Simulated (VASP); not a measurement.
# ZnSe (F-43m) in VASP: a series of runs

ZnSe is run at these levels: PBEsol; tasks: single point.

Program: VASP 6.6.1. These are calculated values, not measurements. Logs are shortened: lines on timing, memory, paths and dates and some standing lists are left out, and cuts for length are marked.

### 1 The cell of the first run

The structure is cubic, space group F-43m (No. 216). The conventional cell has a = 5.859 Å, b = 5.859 Å, c = 5.859 Å, α = 90.00°, β = 90.00°, γ = 90.00°. Within 3.3 Å of Zn (site symmetry -43m) lie 4 Se at 2.54 Å. Within 3.3 Å of Se (site symmetry -43m) lie 4 Zn at 2.54 Å.

### 2 Single point, PBEsol (equal strain along all axes, cell held: +4.0 %)

File INCAR:

```
  PREC = Accurate
  ENCUT = 520
  EDIFF = 1E-6
  ISMEAR = 0
  SIGMA = 0.02
  LREAL = False
  LASPH = True
  NELM = 100
  ALGO = Normal
  ISIF = 2
  LWAVE = False
  LCHARG = True
  GGA = PS
  LELF = True
  LVHAR = True
  NBANDS = 26
```

File KPOINTS:

```
regular mesh
0
Gamma
  8 8 6
```

File POSCAR:

```
ZnSe
1.0
    2.9292886247      2.9292886247      0.0000000000
   -2.9292886247      2.9292886247      0.0000000000
    0.0000000000      0.0000000000      5.8585772494
Zn Se
2 2
Direct
    0.0000000000      0.0000000000      0.0000000000
    0.5000000000      0.5000000000      0.5000000000
    0.5000000000      0.0000000000      0.2500000000
    0.0000000000      0.5000000000      0.7500000000
```

Potentials or basis: VASP PAW PBE potentials, release 64 (Zn, Se).

Launch:

```sh
cat potpaw_PBE.64/Zn/POTCAR potpaw_PBE.64/Se/POTCAR > POTCAR
mpirun -np 1 vasp_std > vasp.out
```

OUTCAR:

```text
PREC = Accurate
   ENCUT = 520
   EDIFF = 1E-6
   ISMEAR = 0
   LREAL = False
   LASPH = True
   NELM = 100
   ISIF = 2
   GGA = PS

 ion  position               nearest neighbor table
   1  0.000  0.000  0.000-   3 2.54   4 2.54   4 2.54   3 2.54
   2  0.500  0.500  0.500-   3 2.54   4 2.54   3 2.54   4 2.54
   3  0.500  0.000  0.250-   1 2.54   2 2.54   2 2.54   1 2.54
   4  0.000  0.500  0.750-   1 2.54   2 2.54   1 2.54   2 2.54

  LATTYP: Found a simple tetragonal cell.
 ALAT       =     4.1426397012
 C/A-ratio  =     1.4142135624

  Lattice vectors:

 A1 = (   2.9292886247,   2.9292886247,   0.0000000000)
 A2 = (  -2.9292886247,   2.9292886247,   0.0000000000)
 A3 = (   0.0000000000,   0.0000000000,   5.8585772494)

Analysis of symmetry for initial positions (statically):
=====================================================================
 Subroutine PRICEL returns following result:

  LATTYP: Found a face centered cubic cell.
 ALAT       =     5.8585772494

  Lattice vectors:

 A1 = (   0.0000000000,  -2.9292886247,  -2.9292886247)
 A2 = (   2.9292886247,   0.0000000000,  -2.9292886247)
 A3 = (   2.9292886247,  -2.9292886247,  -0.0000000000)

   2 primitive cells build up your supercell.

 Routine SETGRP: Setting up the symmetry group for a
 simple tetragonal supercell.

 Subroutine GETGRP returns: Found  8 space group operations
 (whereof  8 operations were pure point group operations)
 out of a pool of 16 trial point group operations.

The static configuration has the point symmetry D_2d.

Analysis of symmetry for dynamics (positions and initial velocities):
=====================================================================
 Subroutine PRICEL returns following result:

  LATTYP: Found a face centered cubic cell.
 ALAT       =     5.8585772494

  Lattice vectors:

 A1 = (   0.0000000000,  -2.9292886247,  -2.9292886247)
 A2 = (   2.9292886247,   0.0000000000,  -2.9292886247)
 A3 = (   2.9292886247,  -2.9292886247,  -0.0000000000)

   2 primitive cells build up your supercell.

 Routine SETGRP: Setting up the symmetry group for a
 simple tetragonal supercell.

 Subroutine GETGRP returns: Found  8 space group operations
 (whereof  8 operations were pure point group operations)
 out of a pool of 16 trial point group operations.

The dynamic configuration has the point symmetry D_2d.

 Subroutine INISYM returns: Found  8 space group operations
 (whereof  8 operations are pure point group operations),
 and found     2 'primitive' translations

----------------------------------------------------------------------------------------

                                     Primitive cell

  volume of cell :      50.2709

  direct lattice vectors                    reciprocal lattice vectors
     0.000000000 -2.929288625 -2.929288625    -0.170689906 -0.170689906 -0.170689906
     2.929288625  0.000000000 -2.929288625     0.170689906  0.170689906 -0.170689906
     2.929288625 -2.929288625 -0.000000000     0.170689906 -0.170689906  0.170689906

  length of vectors
     4.142639701  4.142639701  4.142639701     0.295643590  0.295643590  0.295643590

  position of ions in fractional coordinates (direct lattice)
     0.000000000  0.000000000  0.000000000
     0.250000000  0.250000000  0.250000000

  ion indices of the primitive-cell ions
   primitive index   ion index
                 1           1
                 2           3

----------------------------------------------------------------------------------------

 KPOINTS: regular mesh

Automatic generation of k-mesh.
 Grid dimensions read from file:
 generate k-points for:    8    8    6

 Generating k-lattice:

  Cartesian coordinates                     Fractional coordinates (reciprocal lattice)
     0.021336238  0.021336238  0.000000000     0.125000000  0.000000000  0.000000000
    -0.021336238  0.021336238  0.000000000     0.000000000  0.125000000  0.000000000
     0.000000000  0.000000000  0.028448318     0.000000000  0.000000000  0.166666667

  Length of vectors
     0.030173998  0.030173998  0.028448318

  Shift w.r.t. Gamma in fractional coordinates (k-lattice)
     0.000000000  0.000000000  0.000000000

 Subroutine IBZKPT returns following result:
 ===========================================

 Found     60 irreducible k-points:

 Following reciprocal coordinates:
            Coordinates               Weight
  0.000000  0.000000  0.000000      1.000000
  0.125000  0.000000  0.000000      4.000000
  0.250000  0.000000  0.000000      4.000000
  0.375000  0.000000  0.000000      4.000000
  0.500000  0.000000  0.000000      2.000000
  0.125000  0.125000  0.000000      4.000000
[... 16 lines left out ...]
  0.375000  0.125000  0.166667     16.000000
  0.500000  0.125000  0.166667      8.000000
 [... further k-points ...]
   k-points           NKPTS =     60   k-points in BZ     NKDIM =     60   number of bands    NBANDS=     26
   number of dos      NEDOS =    301   number of ions     NIONS =      4
   total plane-waves  NPLWV =  49152
   dimension x,y,z NGX =    32 NGY =   32 NGZ =   48
   dimension x,y,z NGXF=    64 NGYF=   64 NGZF=   96
   ions per type =               2   2
   NGX,Y,Z   is equivalent  to a cutoff of  12.84, 12.84, 13.62 a.u.
   NGXF,Y,Z  is equivalent  to a cutoff of  25.68, 25.68, 27.24 a.u.
 SYSTEM =  unknown system
   PREC   = accura    normal or accurate (medium, high low for compatibility)
   ISTART =      0    job   : 0-new  1-cont  2-samecut
   ICHARG =      2    charge: 1-file 2-atom 10-const
   ISPIN  =      1    spin polarized calculation?
   LNONCOLLINEAR =      F non collinear calculations
   LSORBIT =      F    spin-orbit coupling
   LASPH  =      T    aspherical Exc in radial PAW
   ENCUT  =  520.0 eV  38.22 Ry    6.18 a.u.   7.70  7.70 10.89*2*pi/ulx,y,z
   NELM   =    100;   NELMIN=  2; NELMDL= -5     # of ELM steps
   EDIFF  = 0.1E-05   stopping-criterion for ELM
   LREAL  =      F    real-space projection
   EDIFFG = 0.1E-04   stopping-criterion for IOM
   NSW    =      0    number of steps for IOM
   IBRION =     -1    ionic relax: 0-MD 1-quasi-New 2-CG
   NFREE  =      0    steps in history (QN), initial steepest desc. (CG)
   ISIF   =      2    stress and relaxation
   ISYM   =      2    0-nonsym 1-usesym 2-fastsym
   POTIM  = 0.5000    time-step for ionic-motion
   TEBEG  =    0.0;   TEEND  =   0.0 temperature during run
   PSTRESS=    0.0 pullay stress
   NELECT =      36.0000    total number of electrons
   NUPDOWN=      -1.0000    fix difference up-down
   EMIN   =  10.00;   EMAX   =-10.00  energy-range for DOS
   EFERMI =   0.00;   METHOD = LEGACY
   ISMEAR =     0;   SIGMA  =   0.02  broadening in eV -4-tet -1-fermi 0-gaus
   EFERMI_NEDOS =   21; number of points for ismear=-14 and -15
   IALGO  =     38    algorithm
   IMIX   =      4    mixing-type and parameters
     AMIX     =   0.40;   BMIX     =  1.00
     AMIX_MAG =   1.60;   BMIX_MAG =  1.00
  volume/ion in A,a.u.               =      25.14       169.62
  Fermi-wavevector in a.u.,A,eV,Ry     =   1.162501  2.196809 18.387044  1.351410
  Thomas-Fermi vector in A             =   2.299062
   LORBIT       =      0    0 simple, 1 ext, 2 COOP (PROOUT), +10 PAW based schemes
   GGA     = PS    functional components
   LHFCALC =     F    Hartree Fock is set to
   AEXX    =    0.0000 exact exchange contribution
   IVDW    =     0    specifies the selected vdW correction
   LEPSILON=     F    determine dielectric tensor
   LRPA    =     F    only Hartree local field effects (RPA)
 non-spin polarized calculation
 Gauss-broadening in eV      SIGMA  =   0.02
  energy-cutoff  :      520.00
  volume of cell :      100.54
 maximum number of plane-waves:      2732
 NGX is ok and might be reduce to    32
   NGX = 15   NGY = 15   NGZ = 21

 number of electron      35.9999960 magnetization

 Free energy of the ion-electron system (eV)
  ---------------------------------------------------
  ext. energy  EPLUGINS =         0.00000000
  ---------------------------------------------------
  free energy    TOTEN  =       -13.33505030 eV

  energy without entropy =      -13.33505030  energy(sigma->0) =      -13.33505030

 E-fermi :   0.7908     XC(G=0):  -9.0808

 val. band max:        0.6877000203   @ k =   0.0000   0.0000   0.0000
 cond. band min:       1.4835029247   @ k =   0.0000   0.0000   0.0000
 fundamental gap:      0.7958029045
 Fermi energy:         0.7907650450

 k-point     1 :       0.0000    0.0000    0.0000
  band No.  band energies     occupation
      1     -12.0092      2.00000
      2     -11.1574      2.00000
      3      -5.5495      2.00000
      4      -5.5495      2.00000
      5      -5.5495      2.00000
      6      -5.4846      2.00000
[... 18 lines left out ...]
     25      10.0466      0.00000
     26      10.6080      0.00000

 k-point     2 :       0.1250    0.0000    0.0000
  band No.  band energies     occupation
      1     -11.9531      2.00000
      2     -11.1577      2.00000
      3      -5.5447      2.00000
      4      -5.5423      2.00000
      5      -5.5377      2.00000
      6      -5.4729      2.00000
[... 18 lines left out ...]
     25      10.0143      0.00000
     26      10.6119      0.00000

 k-point     3 :       0.2500    0.0000    0.0000
  band No.  band energies     occupation
      1     -11.7991      2.00000
      2     -11.1737      2.00000
      3      -5.5221      2.00000
      4      -5.5208      2.00000
      5      -5.5079      2.00000
      6      -5.4615      2.00000
[... 572 lines left out ...]
 k-point    23 :       0.3750    0.1250    0.1667
  band No.  band energies     occupation
      1     -11.5238      2.00000
      2     -11.2416      2.00000
      3      -5.4965      2.00000
      4      -5.4682      2.00000
      5      -5.4568      2.00000
      6      -5.4279      2.00000
[... 18 lines left out ...]
     25       7.8720      0.00000
     26       9.2813      0.00000

 k-point    24 :       0.5000    0.1250    0.1667
  band No.  band energies     occupation
      1     -11.3504      2.00000
      2     -11.3504      2.00000
      3      -5.4704      2.00000
      4      -5.4704      2.00000
      5      -5.4484      2.00000
      6      -5.4484      2.00000
[... 18 lines left out ...]
     25       8.4402      0.00000
     26       8.4402      0.00000

 [... further k-points ...]

------------------------ aborting loop because EDIFF is reached ----------------------------------------

  FORCE on cell =-STRESS in cart. coord.  units (eV):
  Direction    XX          YY          ZZ          XY          YZ          ZX
  --------------------------------------------------------------------------------------
  -------------------------------------------------------------------------------------
  Total       -3.5639119     -3.5639119     -3.5664237      0.0000000      0.0000000      0.0000000
  in kB      -56.7925083    -56.7925083    -56.8325357      0.0000000      0.0000000      0.0000000
  external PRESSURE =     -56.8058507 kB  Pullay stress =       0.0000000 kB

 VOLUME and BASIS-vectors are now :
 -----------------------------------------------------------------------------
  energy-cutoff  :      520.00
  volume of cell :      100.54
      direct lattice vectors                 reciprocal lattice vectors
     2.929288625  2.929288625  0.000000000     0.170689906  0.170689906  0.000000000
    -2.929288625  2.929288625  0.000000000    -0.170689906  0.170689906  0.000000000
     0.000000000  0.000000000  5.858577249     0.000000000  0.000000000  0.170689906

 POSITION                                       TOTAL-FORCE (eV/Angst)
 -----------------------------------------------------------------------------------
      0.00000      0.00000      0.00000         0.000000      0.000000     -0.000000
      0.00000      2.92929      2.92929         0.000000      0.000000      0.000000
      1.46464      1.46464      1.46464        -0.000000     -0.000000     -0.000000
     -1.46464      1.46464      4.39393        -0.000000     -0.000000     -0.000000
 -----------------------------------------------------------------------------------
    total drift:                               -0.000000      0.000000     -0.000000

  FREE ENERGIE OF THE ION-ELECTRON SYSTEM (eV)
  ---------------------------------------------------
  free  energy   TOTEN  =       -13.3350503020 eV

  energy  without entropy=      -13.3350503020  energy(sigma->0) =      -13.33505030
```

Run time: 3.4 min. Hardware: 1 thread of AMD EPYC 7R13, shared host; peak memory 0.27 GiB.

What came out:

| Quantity | Value |
| --- | --- |
| Free energy | -13.3351 eV |
| Pressure | -5.7 GPa |
| Band gap on the k mesh | 0.80 eV |

Levels at points of the mesh, in eV from the valence-band top:
| k point | band 16 | band 17 | band 18 | band 19 | band 20 | band 21 |
| --- | --- | --- | --- | --- | --- | --- |
| (0.00, 0.00, 0.00) | 0.00 | 0.00 | 0.00 | 0.80 | 3.05 | 3.35 |
| (0.50, 0.00, 0.00) | -2.20 | -0.77 | -0.77 | 3.79 | 3.79 | 6.15 |
| (0.50, 0.50, 0.00) | -1.87 | -1.87 | -1.87 | 3.05 | 3.05 | 3.35 |
| (0.00, 0.00, 0.50) | -1.06 | -1.06 | -1.06 | 3.55 | 3.55 | 3.98 |
| (0.50, 0.00, 0.50) | -0.74 | -0.74 | -0.74 | 2.28 | 2.28 | 6.31 |
| (0.50, 0.50, 0.50) | -2.41 | -2.27 | -2.27 | 5.06 | 5.06 | 5.35 |

Caveat: the cell differs from its parent crystal (equal strain along all axes, cell held: +4.0 %); the cell stands under tension; the PAW data sets were made with another functional, which shifts forces and pressure a little.

(Continued in part 2 of 2.)
